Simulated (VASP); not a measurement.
Set up this calculation in VASP 6.6.1, as the native input.

| Property | Result |
| --- | --- |
| Task | single point |
| Functional | LDA |
| Potentials or basis | VASP PAW LDA potentials, release 64 (Be) |
| Cutoff | 520 eV |
| k mesh | 16 × 16 × 9 |
| Occupations | fermi-dirac, width 0.1 eV |
| Spin | no spin polarisation |
| Dipole correction | no |
| Further INCAR settings | ALGO = Normal; EDIFF = 1e-06; NBANDS = 9 |

The structure of Be lies in POSCAR:

```
Be
1.0
    2.2295160349      0.0000000000      0.0000000000
   -1.1147580175      1.9308175243      0.0000000000
    0.0000000000      0.0000000000      3.5083258361
Be
2
Direct
    0.3333333333      0.6666666667      0.2500000000
    0.6666666667      0.3333333333      0.7500000000
```

The input as run:

INCAR

```
  PREC = Accurate
  ENCUT = 520
  EDIFF = 1E-6
  ISMEAR = -1
  SIGMA = 0.1
  LREAL = F
  LASPH = T
  NELM = 100
  ALGO = Normal
  ISIF = 2
  LWAVE = F
  LCHARG = F
  NBANDS = 9
```

KPOINTS

```
regular mesh
0
Gamma
  16 16 9
```

Potentials or basis: VASP PAW LDA potentials, release 64 (Be).

The run is started by

```bash
$ cat potpaw_LDA.64/Be/POTCAR > POTCAR
$ mpirun -np 1 vasp_std > vasp.out
```

Results of the run:

| Property | Result |
| --- | --- |
| Pressure | 0.4 GPa |
| Band gap on the k mesh | zero (band 2 reaches 8.05 eV, above the bottom of band 3 at 6.47 eV) |

Run time: 12 s on 1 thread of Intel(R) Xeon(R) Platinum 8259CL CPU @ 2.50GHz (Skylake/Cascade Lake) (shared host), peak memory 0.12 GiB.
